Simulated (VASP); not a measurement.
A run of VASP 6.6.1 is set up as follows.

POSCAR

```
MgS
1.0
    0.0000000000      5.6617536779      5.6617536779
    5.6617536779      0.0000000000      5.6617536779
    5.6617536779      5.6617536779      0.0000000000
Mg S
8 8
Direct
    0.0236275733      0.0130524046     -0.0130050695
   -0.0324806607      0.0194938717      0.4844091877
    0.0138486244      0.5203418707     -0.0493118415
    0.0173727092      0.4429996681      0.5184218825
    0.4892465581     -0.0203651566     -0.0160440572
    0.5189838992      0.0023181863      0.5001061793
    0.4675969939      0.5038387684      0.0471415775
    0.4730127187      0.5561795301      0.4734625794
    0.1432538479      0.1685516634      0.0655206887
    0.1422292537      0.0947082884      0.5923410291
    0.1092565193      0.5859706530      0.1321137482
    0.1113121545      0.6643102498      0.5837256772
    0.6387812338      0.0857668891      0.1446387545
    0.6188088001      0.1879966986      0.6176183562
    0.6187253454      0.6320452467      0.1308032002
    0.6428656574      0.6354124896      0.6646926401
```

INCAR.step1

```
ALGO     = Normal         # electronic algorithm
EDIFF    = 1E-4           # SCF threshold, eV
ENCUT    = 520            # plane-wave cutoff, eV
GGA      = PE             # functional
ISMEAR   = -1             # smearing method
LASPH    = True           # aspherical terms in the spheres
LCHARG   = False          # write CHGCAR
LREAL    = Auto         
LWAVE    = True           # write WAVECAR
NBANDS   = 46             # bands
NELM     = 100            # most SCF steps
PREC     = Accurate       # precision mode
SIGMA    = 0.19           # smearing width, eV
```

File INCAR.step2:

```
ALGO     = Normal         # electronic algorithm
EDIFF    = 1E-7           # SCF threshold, eV
ENCUT    = 520            # plane-wave cutoff, eV
ISIF     = 2              # what is computed and relaxed
ISMEAR   = -1             # smearing method
ISTART   = 1            
LASPH    = True           # aspherical terms in the spheres
LCHARG   = True           # write CHGCAR
LELF     = True           # ELF
LMIXTAU  = True         
LREAL    = Auto         
LVHAR    = True         
LWAVE    = False          # write WAVECAR
METAGGA  = R2SCAN         # meta-GGA
NBANDS   = 46             # bands
NELM     = 100            # most SCF steps
PREC     = Accurate       # precision mode
SIGMA    = 0.19           # smearing width, eV
```

KPOINTS

```
k-points
0
Gamma
  2 2 2
```

Potentials or basis: VASP PAW PBE potentials, release 64 (Mg, S).

Launch:

```console
$ cat potpaw_PBE.64/Mg/POTCAR potpaw_PBE.64/S/POTCAR > POTCAR
$ cp INCAR.step1 INCAR
$ mpirun -np 1 vasp_std > vasp.out
$ cp INCAR.step2 INCAR
$ mpirun -np 1 vasp_std > vasp.out
```

Task: What does it give for the pressure?

Result: 0.8 GPa.

Task: Estimate the largest force.

Result: 2.070 eV/Å.

Task: Predict the band gap on the k mesh.

Result: 3.16 eV.

Stress tensor (GPa, compression positive):
```
 0.77 -0.77  0.15
-0.77  1.09 -0.46
 0.15 -0.46  0.46
```

Caveat: the k points lie up to 0.48 Å⁻¹ apart; the atoms stand as in a frame of molecular dynamics; the structure was generated, so it needn't be the stable form of MgS; the PAW data sets were made with another functional, which shifts forces and pressure a little.
